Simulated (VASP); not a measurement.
Runs of VASP 6.6.1 on BeCr3. The structure is cubic, space group Pm-3m (No. 221). The conventional cell has a = 3.511 Å, b = 3.511 Å, c = 3.511 Å, α = 90.00°, β = 90.00°, γ = 90.00°. Cr (site symmetry 4/mmm) has 8 Cr at 2.48 Å and 4 Be at 2.48 Å within 3.3 Å. Within 3.3 Å of Be (site symmetry m-3m) lie 12 Cr at 2.48 Å. 

| spin | fixed moment (μB) | pressure (GPa) | moment (μB) |
| --- | --- | --- | --- |
| collinear, ferromagnetic start | 18.0 | 149.0 | 18.00 |
| collinear, ferromagnetic start | 13.5 | (a) | 13.50 |
| collinear, ferromagnetic start | 9.0 | 42.6 | 9.00 |
| collinear, ferromagnetic start | 11.2 | 63.5 | 11.20 |
| collinear, ferromagnetic start | 4.5 | 11.3 | 4.50 |
| collinear, ferromagnetic start | 6.8 | 25.0 | 6.80 |
| collinear, zero start | 0.0 | (b) | 0.00 |
| collinear, ferromagnetic start | 2.2 | (c) | 2.20 |

Alike in all rows: task single point; level PBE; potentials or basis VASP PAW PBE potentials, release 64 (Cr_pv, Be); cell as given; k mesh 6 × 6 × 6; cutoff (eV) 520; smearing fermi-dirac 0.05 eV.

Problem. Fill in the values left out.

Solution. (a) 89.2; (b) -1.0; (c) 2.7.

Caveats: the total moment is fixed, so each spin has its own Fermi level.
